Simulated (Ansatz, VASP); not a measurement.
# CsV3: VASP beside Ansatz

```xyz
4
Lattice="4.3489 0.0000 0.0000 0.0000 4.3489 0.0000 0.0000 0.0000 4.3489" Properties=species:S:1:pos:R:3 pbc="T T T"
Cs    0.0000    0.0000    0.0000
V     0.0000    2.1745    2.1745
V     2.1745    0.0000    2.1745
V     2.1745    2.1745    0.0000
```

Alike in both runs: task relaxation of cell and atoms; functional PBE; k mesh 4 × 4 × 4; occupations gaussian, width 0.1 eV; no spin polarisation.

|  | VASP | Ansatz |
| --- | --- | --- |
| version | VASP 6.6.1 | Ansatz 0.2.0 |
| potentials or method | VASP PAW PBE potentials, release 64 (Cs_sv, V_sv), cutoff 600 eV | scalar-relativistic, plane waves, PAW |
| valence electrons in the cell | 48 | 48 |

Ansatz gave:

```
gap on the k mesh at the Fermi level, each at its own relaxed structure (eV) : none
relaxed volume (Å³/atom)                                                     : 17.44
relaxed length of the cell vector where the two differ most in proportion (Å)              : 4.116
```

Question: Which values does VASP return?

Answer: gap on the k mesh at the Fermi level, each at its own relaxed structure (eV): none; relaxed volume (Å³/atom): 17.70; relaxed length of the cell vector where the two differ most in proportion (Å): 4.137.

A gap of «none» marks a metal or a gap that the smearing closes.

The k mesh is coarse, so the values compare programs but aren't converged. Spin-orbit coupling is off throughout.
